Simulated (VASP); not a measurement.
Cd:

```xyz
1
Lattice="-0.0295 2.2170 2.1843 2.2834 -0.0784 2.2333 2.1707 2.1532 0.0343" Properties=species:S:1:pos:R:3 pbc="T T T"
Cd    0.1254   -0.0588   -0.0673
```

| Quantity | Value |
| --- | --- |
| Program | VASP 6.6.1 |
| Task | relaxation of cell and atoms |
| Functional | pbe exchange, lda correlation |
| Potentials or basis | VASP PAW PBE potentials, release 64 (Cd) |
| Cutoff | 500 eV |
| k mesh | 10 × 10 × 10 |
| Occupations | fermi-dirac, width 0.05 eV |
| Spin | no spin polarisation |

At the start: pressure 10.7 GPa; volume 21.83 Å³/atom.

**Question.** Where does the relaxation end?

**Answer.** Over 6 steps the energy falls by 179.5 meV/atom and the volume is 29.82 Å³/atom (+36.6 %); space group C2/m (No. 12, to 0.1 Å) before and after.

The path:
```tsv
step	energy change (eV)	largest force (eV/Å)	pressure (GPa)	volume (Å³)
1	0.0000	0.0000	10.69	21.83
2	-0.1646	0.0000	1.81	26.76
3	-0.1757	0.0000	0.78	28.17
4	-0.1783	0.0000	-0.27	31.13
5	-0.1793	0.0000	-0.11	30.29
6	-0.1795	0.0000	0.03	29.82
```

Final structure:
```
Cd
1.0
    -0.03732    2.44726    2.41626
     2.52672   -0.09517    2.47422
     2.41050    2.38865    0.02142
Cd
1
Direct
  0.94383 0.02435 0.03141
```

Caveat: the volume moved by over 15 % at a fixed basis, so the end points are rough; the PAW data sets were made with another functional, which shifts forces and pressure a little.
